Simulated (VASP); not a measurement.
# Ir (P6_3/mmc) in VASP: notebook

Ir is run at these levels: PBEsol; tasks: single point.

Program: VASP 6.6.1. These are calculated values, not measurements. Logs are shortened: lines on timing, memory, paths and dates and some standing lists are left out, and cuts for length are marked.

### Step 1. The cell of the first run

It takes space group P6_3/mmc (No. 194, hexagonal). Conventional cell: a = 2.531 Å, b = 2.531 Å, c = 4.819 Å, α = 90.00°, β = 90.00°, γ = 120.00°. Within 3.3 Å of Ir (site symmetry -6m2) lie 12 Ir at 2.53 to 2.82 Å.

This isn't the form of Ir at room conditions, which is fcc.

### Step 2. Single point, PBEsol (strain -0.080 along x and y, +0.080 along z)

Contents of INCAR:

```
ALGO = Fast ; EDIFF = 1E-7
ENCUT = 520 ; GGA = PS
ISIF = 2 ; ISMEAR = 0
LASPH = True ; LCHARG = False
LREAL = False ; LWAVE = False
NBANDS = 16 ; NELM = 100
PREC = Accurate ; SIGMA = 0.15
```

Contents of KPOINTS:

```
k-points
0
Gamma
  18 18 12
```

Contents of POSCAR:

```
Ir
1.0
    2.5312676630      0.0000000000      0.0000000000
   -1.2656338315      2.1921420999      0.0000000000
    0.0000000000      0.0000000000      4.8192732000
Ir
2
Direct
    0.6666666667      0.3333333333      0.7500000000
    0.3333333333      0.6666666667      0.2500000000
```

Potentials or basis: VASP PAW PBE potentials, release 64 (Ir).

Launch:

```
$ cat potpaw_PBE.64/Ir/POTCAR > POTCAR
$ mpirun -np 1 vasp_std > vasp.out
```

OUTCAR:

```text
EDIFF = 1E-7
   ENCUT = 520
   GGA = PS
   ISIF = 2
   ISMEAR = 0
   LASPH = True
   LREAL = False
   NELM = 100
   PREC = Accurate

 ion  position               nearest neighbor table
   1  0.667  0.333  0.750-   2 2.82   2 2.82   2 2.82   2 2.82   2 2.82   2 2.82
   2  0.333  0.667  0.250-   1 2.82   1 2.82   1 2.82   1 2.82   1 2.82   1 2.82

  LATTYP: Found a hexagonal cell.
 ALAT       =     2.5312676630
 C/A-ratio  =     1.9038971147

  Lattice vectors:

 A1 = (   2.5312676630,   0.0000000000,   0.0000000000)
 A2 = (  -1.2656338315,   2.1921420999,   0.0000000000)
 A3 = (   0.0000000000,   0.0000000000,   4.8192732000)

Analysis of symmetry for initial positions (statically):
=====================================================================
 Subroutine PRICEL returns:
 Original cell was already a primitive cell.

 Routine SETGRP: Setting up the symmetry group for a
 hexagonal supercell.

 Subroutine GETGRP returns: Found 24 space group operations
 (whereof 12 operations were pure point group operations)
 out of a pool of 24 trial point group operations.

The static configuration has the point symmetry D_3d.
 The point group associated with its full space group is D_6h.

Analysis of symmetry for dynamics (positions and initial velocities):
=====================================================================
 Subroutine PRICEL returns:
 Original cell was already a primitive cell.

 Routine SETGRP: Setting up the symmetry group for a
 hexagonal supercell.

 Subroutine GETGRP returns: Found 24 space group operations
 (whereof 12 operations were pure point group operations)
 out of a pool of 24 trial point group operations.

The dynamic configuration has the point symmetry D_3d.
 The point group associated with its full space group is D_6h.

 Subroutine INISYM returns: Found 24 space group operations
 (whereof 12 operations are pure point group operations),
 and found     1 'primitive' translations

----------------------------------------------------------------------------------------

                                     Primitive cell

  volume of cell :      26.7417

  direct lattice vectors                    reciprocal lattice vectors
     2.531267663  0.000000000  0.000000000     0.395058972  0.228087404  0.000000000
    -1.265633831  2.192142100  0.000000000     0.000000000  0.456174807  0.000000000
     0.000000000  0.000000000  4.819273200     0.000000000  0.000000000  0.207500168

  length of vectors
     2.531267663  2.531267663  4.819273200     0.456174807  0.456174807  0.207500168

  position of ions in fractional coordinates (direct lattice)
     0.666666667  0.333333333  0.750000000
     0.333333333  0.666666667  0.250000000

  ion indices of the primitive-cell ions
   primitive index   ion index
                 1           1
                 2           2

----------------------------------------------------------------------------------------

 KPOINTS: k-points

Automatic generation of k-mesh.
 Grid dimensions read from file:
 generate k-points for:   18   18   12

 Generating k-lattice:

  Cartesian coordinates                     Fractional coordinates (reciprocal lattice)
     0.021947721  0.012671522  0.000000000     0.055555556  0.000000000  0.000000000
     0.000000000  0.025343045  0.000000000     0.000000000  0.055555556  0.000000000
     0.000000000  0.000000000  0.017291681     0.000000000  0.000000000  0.083333333

  Length of vectors
     0.025343045  0.025343045  0.017291681

  Shift w.r.t. Gamma in fractional coordinates (k-lattice)
     0.000000000  0.000000000  0.000000000

 Subroutine IBZKPT returns following result:
 ===========================================

 Found    259 irreducible k-points:

 Following reciprocal coordinates:
            Coordinates               Weight
  0.000000  0.000000  0.000000      1.000000
  0.055556  0.000000  0.000000      6.000000
  0.111111  0.000000  0.000000      6.000000
  0.166667 -0.000000  0.000000      6.000000
  0.222222 -0.000000  0.000000      6.000000
  0.277778  0.000000  0.000000      6.000000
[... 16 lines left out ...]
  0.333333  0.111111  0.000000     12.000000
  0.388889  0.111111  0.000000     12.000000
 [... further k-points ...]
   k-points           NKPTS =    259   k-points in BZ     NKDIM =    259   number of bands    NBANDS=     16
   number of dos      NEDOS =    301   number of ions     NIONS =      2
   total plane-waves  NPLWV =  14400
   dimension x,y,z NGX =    20 NGY =   20 NGZ =   36
   dimension x,y,z NGXF=    40 NGYF=   40 NGZF=   72
   ions per type =               2
   NGX,Y,Z   is equivalent  to a cutoff of  13.14, 13.14, 12.42 a.u.
   NGXF,Y,Z  is equivalent  to a cutoff of  26.27, 26.27, 24.84 a.u.
 SYSTEM =  unknown system
   PREC   = accura    normal or accurate (medium, high low for compatibility)
   ISTART =      0    job   : 0-new  1-cont  2-samecut
   ICHARG =      2    charge: 1-file 2-atom 10-const
   ISPIN  =      1    spin polarized calculation?
   LNONCOLLINEAR =      F non collinear calculations
   LSORBIT =      F    spin-orbit coupling
   LASPH  =      T    aspherical Exc in radial PAW
   ENCUT  =  520.0 eV  38.22 Ry    6.18 a.u.   4.71  4.71  8.96*2*pi/ulx,y,z
   NELM   =    100;   NELMIN=  2; NELMDL= -5     # of ELM steps
   EDIFF  = 0.1E-06   stopping-criterion for ELM
   LREAL  =      F    real-space projection
   EDIFFG = 0.1E-05   stopping-criterion for IOM
   NSW    =      0    number of steps for IOM
   IBRION =     -1    ionic relax: 0-MD 1-quasi-New 2-CG
   NFREE  =      0    steps in history (QN), initial steepest desc. (CG)
   ISIF   =      2    stress and relaxation
   ISYM   =      2    0-nonsym 1-usesym 2-fastsym
   POTIM  = 0.5000    time-step for ionic-motion
   TEBEG  =    0.0;   TEEND  =   0.0 temperature during run
   PSTRESS=    0.0 pullay stress
   NELECT =      18.0000    total number of electrons
   NUPDOWN=      -1.0000    fix difference up-down
   EMIN   =  10.00;   EMAX   =-10.00  energy-range for DOS
   EFERMI =   0.00;   METHOD = LEGACY
   ISMEAR =     0;   SIGMA  =   0.15  broadening in eV -4-tet -1-fermi 0-gaus
   EFERMI_NEDOS =   21; number of points for ismear=-14 and -15
   IALGO  =     68    algorithm
   IMIX   =      4    mixing-type and parameters
     AMIX     =   0.40;   BMIX     =  1.00
     AMIX_MAG =   1.60;   BMIX_MAG =  1.00
  volume/ion in A,a.u.               =      13.37        90.23
  Fermi-wavevector in a.u.,A,eV,Ry     =   1.434728  2.711243 28.006835  2.058444
  Thomas-Fermi vector in A             =   2.554105
   LORBIT       =      0    0 simple, 1 ext, 2 COOP (PROOUT), +10 PAW based schemes
   GGA     = PS    functional components
   LHFCALC =     F    Hartree Fock is set to
   AEXX    =    0.0000 exact exchange contribution
   IVDW    =     0    specifies the selected vdW correction
   LEPSILON=     F    determine dielectric tensor
   LRPA    =     F    only Hartree local field effects (RPA)
 non-spin polarized calculation
 RMM-DIIS sequential band-by-band and
 Gauss-broadening in eV      SIGMA  =   0.15
  energy-cutoff  :      520.00
  volume of cell :       26.74
 maximum number of plane-waves:       738
 NGX is ok and might be reduce to    20
   NGX =  9   NGY =  9   NGZ = 17

 number of electron      18.0000000 magnetization

 Free energy of the ion-electron system (eV)
  ---------------------------------------------------
  ext. energy  EPLUGINS =         0.00000000
  ---------------------------------------------------
  free energy    TOTEN  =       -18.63931220 eV

  energy without entropy =      -18.61536292  energy(sigma->0) =      -18.62733756

 E-fermi :  11.1722     XC(G=0): -14.4041

 val. band max:       11.1683411448   @ k =   0.1667   0.1667   0.2500
 cond. band min:      11.1747918657   @ k =   0.2778   0.0556   0.1667
 fundamental gap:      0.0064507209
 Fermi energy:        11.1721667047

 k-point     1 :       0.0000    0.0000    0.0000
  band No.  band energies     occupation
      1      -0.5508      2.00000
      2       1.9519      2.00000
      3       5.4379      2.00000
      4       7.1327      2.00000
      5       7.1327      2.00000
      6       7.5018      2.00000
[... 8 lines left out ...]
     15      26.5040      0.00000
     16      28.4733      0.00000

 k-point     2 :       0.0556    0.0000    0.0000
  band No.  band energies     occupation
      1      -0.3988      2.00000
      2       2.1109      2.00000
      3       5.5054      2.00000
      4       7.0296      2.00000
      5       7.2680      2.00000
      6       7.3945      2.00000
[... 8 lines left out ...]
     15      26.8062      0.00000
     16      28.7837      0.00000

 k-point     3 :       0.1111    0.0000    0.0000
  band No.  band energies     occupation
      1       0.0404      2.00000
      2       2.5576      2.00000
      3       5.6653      2.00000
      4       6.7862      2.00000
      5       7.1478      2.00000
      6       7.6328      2.00000
[... 8 lines left out ...]
     15      27.5993      0.00000
     16      29.6215      0.00000

 k-point     4 :       0.1667   -0.0000    0.0000
  band No.  band energies     occupation
      1       0.7115      2.00000
      2       3.1681      2.00000
      3       5.7682      2.00000
      4       6.4737      2.00000
      5       6.7140      2.00000
      6       7.1278      2.00000
[... 8 lines left out ...]
     15      28.2308      0.00000
     16      30.5160      0.00000
[... 324 lines left out ...]
 k-point    22 :       0.2778    0.1111    0.0000
  band No.  band energies     occupation
      1       3.2429      2.00000
      2       3.8355      2.00000
      3       4.5429      2.00000
      4       6.0026      2.00000
      5       6.9537      2.00000
      6       7.0101      2.00000
[... 8 lines left out ...]
     15      25.8705      0.00000
     16      26.6025      0.00000

 k-point    23 :       0.3333    0.1111    0.0000
  band No.  band energies     occupation
      1       3.3591      2.00000
      2       3.5753      2.00000
      3       4.1619      2.00000
      4       6.5529      2.00000
      5       6.7265      2.00000
      6       7.6653      2.00000
[... 8 lines left out ...]
     15      24.4987      0.00000
     16      25.9536      0.00000

 k-point    24 :       0.3889    0.1111    0.0000
  band No.  band energies     occupation
      1       3.2371      2.00000
      2       3.4797      2.00000
      3       3.9271      2.00000
      4       6.5596      2.00000
      5       7.2121      2.00000
      6       7.8943      2.00000
[... 8 lines left out ...]
     15      23.1811      0.00000
     16      25.5065      0.00000

 [... further k-points ...]

------------------------ aborting loop because EDIFF is reached ----------------------------------------

  FORCE on cell =-STRESS in cart. coord.  units (eV):
  Direction    XX          YY          ZZ          XY          YZ          ZX
  --------------------------------------------------------------------------------------
  -------------------------------------------------------------------------------------
  Total       11.3820475     11.3820475     -3.0631393      0.0000000      0.0000000      0.0000000
  in kB      681.9344913    681.9344913   -183.5223677      0.0000000      0.0000000      0.0000000
  external PRESSURE =     393.4488716 kB  Pullay stress =       0.0000000 kB

 VOLUME and BASIS-vectors are now :
 -----------------------------------------------------------------------------
  energy-cutoff  :      520.00
  volume of cell :       26.74
      direct lattice vectors                 reciprocal lattice vectors
     2.531267663  0.000000000  0.000000000     0.395058972  0.228087404  0.000000000
    -1.265633831  2.192142100  0.000000000     0.000000000  0.456174807  0.000000000
     0.000000000  0.000000000  4.819273200     0.000000000  0.000000000  0.207500168

 POSITION                                       TOTAL-FORCE (eV/Angst)
 -----------------------------------------------------------------------------------
      1.26563      0.73071      3.61445        -0.000000      0.000000      0.000000
     -0.00000      1.46143      1.20482         0.000000      0.000000      0.000000
 -----------------------------------------------------------------------------------
    total drift:                               -0.000000      0.000000     -0.000000

  FREE ENERGIE OF THE ION-ELECTRON SYSTEM (eV)
  ---------------------------------------------------
  free  energy   TOTEN  =       -18.6393122047 eV

  energy  without entropy=      -18.6153629190  energy(sigma->0) =      -18.62733756
```

Wall time 2.1 min (1 thread of AMD EPYC 7R13 (Zen 3), shared host); peak memory 0.18 GiB.

Results:

```yaml
Free_energy: -18.6393 eV
Pressure: 39.3 GPa
Band_gap_on_the_k_mesh: zero (bands 9 and 10 overlap by 3.93 eV)
```

Caveat: the cell differs from its parent crystal (strain -0.080 along x and y, +0.080 along z); the stress differs along the axes, from -18 to 68 GPa; the PAW data sets were made with another functional, which shifts forces and pressure a little; spin-orbit coupling is left out, which moves the levels of the heavy elements.

[end of part 1 of 2]
